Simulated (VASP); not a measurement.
A run of VASP 6.6.1 is set up as follows.

INCAR

```
SYSTEM = BaTe
  PREC = Accurate
  ENCUT = 520
  EDIFF = 1E-6
  ISMEAR = 0
  SIGMA = 0.01
  LREAL = .False.
  LASPH = .True.
  NELM = 80
  ALGO = Normal
  ISIF = 2
  LWAVE = .False.
  LCHARG = .True.
  GGA = PS
  LELF = .True.
  LVHAR = .True.
  NBANDS = 15
```

KPOINTS

```
regular mesh
0
Gamma
  6 6 6
  0 0 0
```

File POSCAR:

```
BaTe
1.0
    0.0000000000      3.4087365968      3.4087365968
    3.4087365968      0.0000000000      3.4087365968
    3.4087365968      3.4087365968      0.0000000000
Ba Te
1 1
Direct
    0.0000000000      0.0000000000      0.0000000000
    0.5000000000      0.5000000000      0.5000000000
```

Potentials or basis: VASP PAW PBE potentials, release 64 (Ba_sv, Te).

Launch:

```console
$ cat potpaw_PBE.64/Ba_sv/POTCAR potpaw_PBE.64/Te/POTCAR > POTCAR
$ mpirun -np 1 vasp_std > vasp.out
```

Task: What does it give for the pressure?

Result: 2.4 GPa.

Task: What does it give for the band gap on the k mesh?

Result: 1.23 eV, indirect (least direct gap 1.62 eV).

Caveat: the PAW data sets were made with another functional, which shifts forces and pressure a little; spin-orbit coupling is left out, which moves the levels of the heavy elements. A k mesh can miss the band edges.
